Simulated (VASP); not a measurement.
# Ca (Im-3m) in VASP: relaxation of cell and atoms with PBEsol

Aim: the relaxation of cell and atoms of Ca with PBEsol.

Program: VASP 6.6.1. These are calculated values, not measurements. Logs are shortened: lines on timing, memory, paths and dates and some standing lists are left out, and cuts for length are marked.

## 1. The cell of the first run

It takes space group Im-3m (No. 229, cubic). Conventional cell: a = 4.480 Å, b = 4.480 Å, c = 4.480 Å, α = 90.00°, β = 90.00°, γ = 90.00°. Ca (site symmetry m-3m) has 14 Ca at 3.88 to 4.48 Å within 5.1 Å.

## 2. Relaxation of cell and atoms, PBEsol, target pressure 5 GPa, at which the enthalpy is minimised

Contents of INCAR:

```
SYSTEM = Ca
PREC     = Accurate       ! precision mode
ENCUT    = 600            ! plane-wave cutoff, eV
EDIFF    = 1E-6           ! SCF threshold, eV
ISMEAR   = -1             ! smearing method
SIGMA    = 0.05           ! smearing width, eV
LREAL    = .False.        ! projectors in reciprocal space
LASPH    = .True.         ! aspherical terms in the spheres
NELM     = 60             ! most SCF steps
ALGO     = Normal         ! electronic algorithm
ISIF     = 3              ! what is computed and relaxed
LWAVE    = .False.        ! write WAVECAR
LCHARG   = .False.        ! write CHGCAR
GGA      = PS             ! functional
IBRION   = 2              ! ionic algorithm
NSW      = 80             ! ionic steps
EDIFFG   = -0.01          ! ionic threshold
PSTRESS  = 50.0
```

Contents of KPOINTS:

```
regular mesh
0
Gamma
  8 8 8
  0 0 0
```

Contents of POSCAR:

```
Ca
1.0
   -2.2400000000      2.2400000000      2.2400000000
    2.2400000000     -2.2400000000      2.2400000000
    2.2400000000      2.2400000000     -2.2400000000
Ca
1
Direct
    0.0000000000      0.0000000000      0.0000000000
```

Potentials or basis: VASP PAW PBE potentials, release 64 (Ca_sv).

Launch:

```bash
$ cat potpaw_PBE.64/Ca_sv/POTCAR > POTCAR
$ mpirun -np 1 vasp_std > vasp.out
```

OUTCAR:

```text
SYSTEM = Ca
   PREC = Accurate
   ENCUT = 600
   EDIFF = 1E-6
   ISMEAR = -1
   LREAL = .False.
   LASPH = .True.
   NELM = 60
   ISIF = 3
   GGA = PS
   IBRION = 2
   NSW = 80
   EDIFFG = -0.01
   PSTRESS = 50.0

 ion  position               nearest neighbor table
   1  0.000  0.000  0.000-

  LATTYP: Found a body centered cubic cell.
 ALAT       =     4.4800000000

  Lattice vectors:

 A1 = (  -2.2400000000,   2.2400000000,   2.2400000000)
 A2 = (   2.2400000000,  -2.2400000000,   2.2400000000)
 A3 = (   2.2400000000,   2.2400000000,  -2.2400000000)

Analysis of symmetry for initial positions (statically):
=====================================================================
 Subroutine PRICEL returns:
 Original cell was already a primitive cell.

 Routine SETGRP: Setting up the symmetry group for a
 body centered cubic supercell.

 Subroutine GETGRP returns: Found 48 space group operations
 (whereof 48 operations were pure point group operations)
 out of a pool of 48 trial point group operations.

The static configuration has the point symmetry O_h .

Analysis of symmetry for dynamics (positions and initial velocities):
=====================================================================
 Subroutine PRICEL returns:
 Original cell was already a primitive cell.

 Routine SETGRP: Setting up the symmetry group for a
 body centered cubic supercell.

 Subroutine GETGRP returns: Found 48 space group operations
 (whereof 48 operations were pure point group operations)
 out of a pool of 48 trial point group operations.

The dynamic configuration has the point symmetry O_h .

 Subroutine INISYM returns: Found 48 space group operations
 (whereof 48 operations are pure point group operations),
 and found     1 'primitive' translations

----------------------------------------------------------------------------------------

                                     Primitive cell

  volume of cell :      44.9577

  direct lattice vectors                    reciprocal lattice vectors
    -2.240000000  2.240000000  2.240000000     0.000000000  0.223214286  0.223214286
     2.240000000 -2.240000000  2.240000000     0.223214286  0.000000000  0.223214286
     2.240000000  2.240000000 -2.240000000     0.223214286  0.223214286  0.000000000

  length of vectors
     3.879793809  3.879793809  3.879793809     0.315672670  0.315672670  0.315672670

  position of ions in fractional coordinates (direct lattice)
     0.000000000  0.000000000  0.000000000

  ion indices of the primitive-cell ions
   primitive index   ion index
                 1           1

----------------------------------------------------------------------------------------

 KPOINTS: regular mesh

Automatic generation of k-mesh.
 Grid dimensions read from file:
 generate k-points for:    8    8    8

 Generating k-lattice:

  Cartesian coordinates                     Fractional coordinates (reciprocal lattice)
     0.000000000  0.027901786  0.027901786     0.125000000  0.000000000  0.000000000
     0.027901786  0.000000000  0.027901786     0.000000000  0.125000000  0.000000000
     0.027901786  0.027901786  0.000000000     0.000000000  0.000000000  0.125000000

  Length of vectors
     0.039459084  0.039459084  0.039459084

  Shift w.r.t. Gamma in fractional coordinates (k-lattice)
     0.000000000  0.000000000  0.000000000

 Subroutine IBZKPT returns following result:
 ===========================================

 Found     29 irreducible k-points:

 Following reciprocal coordinates:
            Coordinates               Weight
  0.000000  0.000000  0.000000      1.000000
  0.125000  0.000000  0.000000     12.000000
  0.250000  0.000000  0.000000     12.000000
  0.375000  0.000000  0.000000     12.000000
  0.500000  0.000000  0.000000      6.000000
  0.125000  0.125000  0.000000     24.000000
[... 16 lines left out ...]
 -0.250000  0.250000  0.250000      6.000000
 -0.375000  0.375000  0.250000     24.000000
 [... further k-points ...]
   k-points           NKPTS =     29   k-points in BZ     NKDIM =     29   number of bands    NBANDS=      9
   number of dos      NEDOS =    301   number of ions     NIONS =      1
   total plane-waves  NPLWV =  32768
   dimension x,y,z NGX =    32 NGY =   32 NGZ =   32
   dimension x,y,z NGXF=    64 NGYF=   64 NGZF=   64
   ions per type =               1
   NGX,Y,Z   is equivalent  to a cutoff of  13.71, 13.71, 13.71 a.u.
   NGXF,Y,Z  is equivalent  to a cutoff of  27.42, 27.42, 27.42 a.u.
 SYSTEM =  Ca
   PREC   = accura    normal or accurate (medium, high low for compatibility)
   ISTART =      0    job   : 0-new  1-cont  2-samecut
   ICHARG =      2    charge: 1-file 2-atom 10-const
   ISPIN  =      1    spin polarized calculation?
   LNONCOLLINEAR =      F non collinear calculations
   LSORBIT =      F    spin-orbit coupling
   LASPH  =      T    aspherical Exc in radial PAW
   ENCUT  =  600.0 eV  44.10 Ry    6.64 a.u.   7.75  7.75  7.75*2*pi/ulx,y,z
   NELM   =     60;   NELMIN=  2; NELMDL= -5     # of ELM steps
   EDIFF  = 0.1E-05   stopping-criterion for ELM
   LREAL  =      F    real-space projection
   EDIFFG = -.1E-01   stopping-criterion for IOM
   NSW    =     80    number of steps for IOM
   IBRION =      2    ionic relax: 0-MD 1-quasi-New 2-CG
   NFREE  =      1    steps in history (QN), initial steepest desc. (CG)
   ISIF   =      3    stress and relaxation
   ISYM   =      2    0-nonsym 1-usesym 2-fastsym
   POTIM  = 0.5000    time-step for ionic-motion
   TEBEG  =    0.0;   TEEND  =   0.0 temperature during run
   PSTRESS=   50.0 pullay stress
   NELECT =      10.0000    total number of electrons
   NUPDOWN=      -1.0000    fix difference up-down
   EMIN   =  10.00;   EMAX   =-10.00  energy-range for DOS
   EFERMI =   0.00;   METHOD = LEGACY
   ISMEAR =    -1;   SIGMA  =   0.05  broadening in eV -4-tet -1-fermi 0-gaus
   EFERMI_NEDOS =   21; number of points for ismear=-14 and -15
   IALGO  =     38    algorithm
   IMIX   =      4    mixing-type and parameters
     AMIX     =   0.40;   BMIX     =  1.00
     AMIX_MAG =   1.60;   BMIX_MAG =  1.00
  volume/ion in A,a.u.               =      44.96       303.39
  Fermi-wavevector in a.u.,A,eV,Ry     =   0.991913  1.874443 13.386649  0.983891
  Thomas-Fermi vector in A             =   2.123688
   LORBIT       =      0    0 simple, 1 ext, 2 COOP (PROOUT), +10 PAW based schemes
   GGA     = PS    functional components
   LHFCALC =     F    Hartree Fock is set to
   AEXX    =    0.0000 exact exchange contribution
   IVDW    =     0    specifies the selected vdW correction
   LEPSILON=     F    determine dielectric tensor
   LRPA    =     F    only Hartree local field effects (RPA)
 conjugate gradient relaxation of ions
 non-spin polarized calculation
  energy-cutoff  :      600.00
  volume of cell :       44.96
 maximum number of plane-waves:      1509
   NGX = 15   NGY = 15   NGZ = 15

--------------------------------------- Ionic step        1  -------------------------------------------

 number of electron      10.0000000 magnetization

 Free energy of the ion-electron system (eV)
  ---------------------------------------------------
  ext. energy  EPLUGINS =         0.00000000
  ---------------------------------------------------
  free energy    TOTEN  =        -2.10050308 eV

  energy without entropy =       -2.08741644  energy(sigma->0) =       -2.09395976

------------------------ aborting loop because EDIFF is reached ----------------------------------------

  FORCE on cell =-STRESS in cart. coord.  units (eV):
  Direction    XX          YY          ZZ          XY          YZ          ZX
  --------------------------------------------------------------------------------------
  -------------------------------------------------------------------------------------
  Total       -0.4291498     -0.4291498     -0.4291498      0.0000000      0.0000000      0.0000000
  in kB      -15.2938025    -15.2938025    -15.2938025      0.0000000      0.0000000      0.0000000
  external PRESSURE =     -65.2938025 kB  Pullay stress =      50.0000000 kB

 VOLUME and BASIS-vectors are now :
 -----------------------------------------------------------------------------
  energy-cutoff  :      600.00
  volume of cell :       44.96
      direct lattice vectors                 reciprocal lattice vectors
    -2.240000000  2.240000000  2.240000000     0.000000000  0.223214286  0.223214286
     2.240000000 -2.240000000  2.240000000     0.223214286  0.000000000  0.223214286
     2.240000000  2.240000000 -2.240000000     0.223214286  0.223214286  0.000000000
[... 118 lines left out ...]
  FREE ENERGIE OF THE ION-ELECTRON SYSTEM (eV)
  ---------------------------------------------------
  free  energy   TOTEN  =        -2.0177510418 eV

  energy  without entropy=       -2.0103701003  energy(sigma->0) =       -2.01406057

  enthalpy is  TOTEN    =        -0.9990119936 eV   P V=        1.0187390482

--------------------------------------- Ionic step        5  -------------------------------------------

 number of electron      10.0000000 magnetization

 Free energy of the ion-electron system (eV)
  ---------------------------------------------------
  ext. energy  EPLUGINS =         0.00000000
  ---------------------------------------------------
  free energy    TOTEN  =        -2.02177920 eV

  energy without entropy =       -2.01437598  energy(sigma->0) =       -2.01807759

 E-fermi :   2.9572     XC(G=0):  -8.6550

 val. band max:        2.8722292336   @ k =   0.5000   0.5000   0.3750
 cond. band min:       2.9943361802   @ k =   0.5000   0.5000   0.2500
 fundamental gap:      0.1221069467
 Fermi energy:         2.9572396401

 k-point     1 :       0.0000    0.0000    0.0000
  band No.  band energies     occupation
      1     -38.2580      2.00000
      2     -19.1847      2.00000
      3     -19.1847      2.00000
      4     -19.1847      2.00000
      5      -1.4756      2.00000
      6       5.6664      0.00000
      7       5.6664      0.00000
      8       5.6664      0.00000
      9       7.0461      0.00000

 k-point     2 :       0.1250    0.0000    0.0000
  band No.  band energies     occupation
      1     -38.2510      2.00000
      2     -19.2375      2.00000
      3     -19.2011      2.00000
      4     -19.1850      2.00000
      5      -1.1252      2.00000
      6       5.4391      0.00000
      7       5.4892      0.00000
      8       5.9547      0.00000
      9       6.8174      0.00000
[... 253 lines left out ...]
 k-point    24 :      -0.3750    0.3750    0.2500
  band No.  band energies     occupation
      1     -38.1989      2.00000
      2     -19.4418      2.00000
      3     -19.3431      2.00000
      4     -19.3112      2.00000
      5       2.0091      2.00000
      6       3.6350      0.00000
      7       5.5454      0.00000
      8       5.8129      0.00000
      9       7.3328      0.00000

 [... further k-points ...]
[... 5 lines left out ...]
  --------------------------------------------------------------------------------------
  -------------------------------------------------------------------------------------
  Total        1.0220163      1.0220163      1.0220163      0.0000000      0.0000000      0.0000000
  in kB       49.9657465     49.9657465     49.9657465      0.0000000      0.0000000      0.0000000
  external PRESSURE =      -0.0342535 kB  Pullay stress =      50.0000000 kB

 VOLUME and BASIS-vectors are now :
 -----------------------------------------------------------------------------
  energy-cutoff  :      600.00
  volume of cell :       32.77
      direct lattice vectors                 reciprocal lattice vectors
    -2.015944978  2.015944978  2.015944978     0.000000000  0.248022642  0.248022642
     2.015944978 -2.015944978  2.015944978     0.248022642  0.000000000  0.248022642
     2.015944978  2.015944978 -2.015944978     0.248022642  0.248022642  0.000000000

 POSITION                                       TOTAL-FORCE (eV/Angst)
 -----------------------------------------------------------------------------------
      0.00000     -0.00000      0.00000        -0.000000      0.000000     -0.000000
 -----------------------------------------------------------------------------------
    total drift:                                0.000000      0.000000     -0.000000

  FREE ENERGIE OF THE ION-ELECTRON SYSTEM (eV)
  ---------------------------------------------------
  free  energy   TOTEN  =        -2.0217791966 eV

  energy  without entropy=       -2.0143759761  energy(sigma->0) =       -2.01807759

  enthalpy is  TOTEN    =        -0.9990622863 eV   P V=        1.0227169103

 reached required accuracy - stopping structural energy minimisation
```

Run time: 28 s. Hardware: 1 thread of AMD EPYC 9R45 (Zen 5), shared host; peak memory 0.15 GiB.

Results:

| Property | Result |
| --- | --- |
| Free energy | -2.0218 eV |
| Relaxed volume | 32.77 Å³/atom |
| Relaxed cell | a = 3.492 Å, b = 3.492 Å, c = 3.492 Å, α = 109.47°, β = 109.47°, γ = 109.47° |
| Space group after relaxing (to 0.05 Å) | Im-3m (No. 229) |
| Energy change on relaxing (the enthalpy is what falls) | +78.7 meV/atom |
| Ionic steps | 5 |
| Pressure after relaxing | 5.0 GPa |
| Band gap on the k mesh | zero (band 5 reaches 3.43 eV, above the bottom of band 6 at 2.73 eV) |

The path:
```tsv
step	energy change (eV)	largest force (eV/Å)	pressure (GPa)	volume (Å³)
1	0.0000	0.0000	-1.53	44.96
2	0.0435	0.0000	3.80	34.06
3	0.0760	0.0000	4.91	32.86
4	0.0828	0.0000	5.13	32.64
5	0.0787	0.0000	5.00	32.77
```

Final structure:
```cif
data_structure
_symmetry_space_group_name_H-M 'P 1'
_symmetry_Int_Tables_number 1
_cell_length_a 3.4917
_cell_length_b 3.4917
_cell_length_c 3.4917
_cell_angle_alpha 109.471
_cell_angle_beta 109.471
_cell_angle_gamma 109.471
_cell_volume 32.77
loop_
_atom_site_label
_atom_site_type_symbol
_atom_site_fract_x
_atom_site_fract_y
_atom_site_fract_z
_atom_site_occupancy
Ca1 Ca 0.00000 0.00000 0.00000 1
```

Caveat: the cell is relaxed towards a set pressure, so the enthalpy falls and the energy may rise; the volume moved by over 15 % at a fixed basis, so the end points are rough; the PAW data sets were made with another functional, which shifts forces and pressure a little.
